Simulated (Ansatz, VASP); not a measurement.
## ZnO: VASP beside Ansatz

Contents of INCAR:

```
ALGO = Normal ; EDIFF = 1E-7
ENCUT = 520 ; GGA = CA
ISIF = 2 ; ISMEAR = -1
LASPH = True ; LCHARG = False
LREAL = False ; LWAVE = False
NBANDS = 26 ; NELM = 100
PREC = Accurate ; SIGMA = 0.02
```

KPOINTS

```
k-points
0
Gamma
  11 11 6
```

Contents of POSCAR:

```
ZnO
1.0
    3.3143866984      0.0000000000      0.0000000000
   -1.6571933491      2.8703430787      0.0000000000
    0.0000000000      0.0000000000      5.2038000000
Zn O
2 2
Direct
    0.3333333333      0.6666666667      0.0000000000
    0.6666666667      0.3333333333      0.5000000000
    0.3333333333      0.6666666667      0.3821000000
    0.6666666667      0.3333333333      0.8821000000
```

Input for Ansatz:

```yaml
crystal:
  lattice:
    - [3.3143866984, 0.0, 0.0]
    - [-1.6571933491, 2.8703430787, 0.0]
    - [0.0, 0.0, 5.2038]
  atoms:
    - { symbol: Zn, position: [0.3333333333, 0.6666666667, 0.0] }
    - { symbol: Zn, position: [0.6666666667, 0.3333333333, 0.5] }
    - { symbol: O, position: [0.3333333333, 0.6666666667, 0.3821] }
    - { symbol: O, position: [0.6666666667, 0.3333333333, 0.8821] }
kpoints:
  mp_grid: { grid: [11, 11, 6] }
  band_path:
    path:
      - [0.0, 0.0, 0.0]
      - [0.5, 0.0, 0.0]
      - [0.3333333333, 0.3333333333, 0.0]
      - [0.0, 0.0, 0.0]
      - [0.0, 0.0, 0.5]
      - [0.5, 0.0, 0.5]
      - [0.3333333333, 0.3333333333, 0.5]
      - [0.0, 0.0, 0.5]
      - [0.5, 0.0, 0.5]
    npoints: 5
scf:
  occupations: { method: fermi_dirac, width: 0.02 }
hamiltonian:
  xc: lda
  pseudopotentials: { kind: all_electron, lapw: { basis_error: 0.0005 } }
output:
  forces: true
  stress: true
  eigenvalues: true
```

Change from the starting cell: equal xx and yy strain of +2 %.

Alike in both runs: task single point; functional LDA; k mesh 11 × 11 × 6; occupations fermi-dirac, width 0.02 eV; no spin polarisation.

|  | VASP | Ansatz |
| --- | --- | --- |
| version | VASP 6.6.1 | Ansatz 0.2.0 |
| potentials or method | VASP PAW LDA potentials, release 64 (Zn, O), cutoff 520 eV | all-electron LAPW, scalar-relativistic |

|  | VASP | Ansatz | Ansatz less VASP |
| --- | --- | --- | --- |
| pressure (GPa) | -10.8 | -11.7 | -0.85 |
| traceless stress, the component that is largest in VASP (GPa) | 2.98 | 2.88 | -0.093 |
| rms of the force components (eV/Å) | 0.048 | 0.042 | -0.0059 |

LDA's correlation is that of Perdew and Zunger in VASP and of Perdew and Wang (1992) in Ansatz. Atom by atom the forces differ by 0.006 eV/Å (rms over components). Ansatz ran all-electron here, and VASP with PAW potentials.
